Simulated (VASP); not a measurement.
Runs of VASP 6.6.1 on SiC. The structure is that of space group P6_3mc (No. 186), or close to it. The cells are those of the table. 

| level | cell | smearing | gap on the mesh (eV) | pressure (GPa) | largest force (eV/Å) |
| --- | --- | --- | --- | --- | --- |
| PBE | a = 3.089, b = 3.089, c = 5.070 Å, angles 90.0, 90.0, 120.0°, 4 atoms | fermi-dirac 0.02 eV | 2.30 | 0.5 | - |
| r2SCAN | a = 2.962, b = 3.047, c = 5.048 Å, angles 90.0, 90.0, 119.1°, 4 atoms | gaussian 0.01 eV | 2.25 | 9.1 | (b) |
| r2SCAN | a = 3.089, b = 3.089, c = 5.070 Å, angles 90.0, 90.0, 120.0°, 4 atoms | gaussian 0.01 eV | (a) | -3.1 | - |
| PBE | a = 2.962, b = 3.047, c = 5.048 Å, angles 90.0, 90.0, 119.1°, 4 atoms | fermi-dirac 0.02 eV | 1.86 | 12.7 | 0.04 |

Alike in all rows: task single point; potentials or basis VASP PAW PBE potentials, release 64 (Si, C); no spin polarisation; k mesh 12 × 12 × 6; cutoff (eV) 520.

Task: Estimate the missing entries.

Result: (a) 2.68; (b) 0.01.

Caveats: the PAW data sets were made with another functional, which shifts forces and pressure a little (some runs).

A k mesh can miss the band edges.
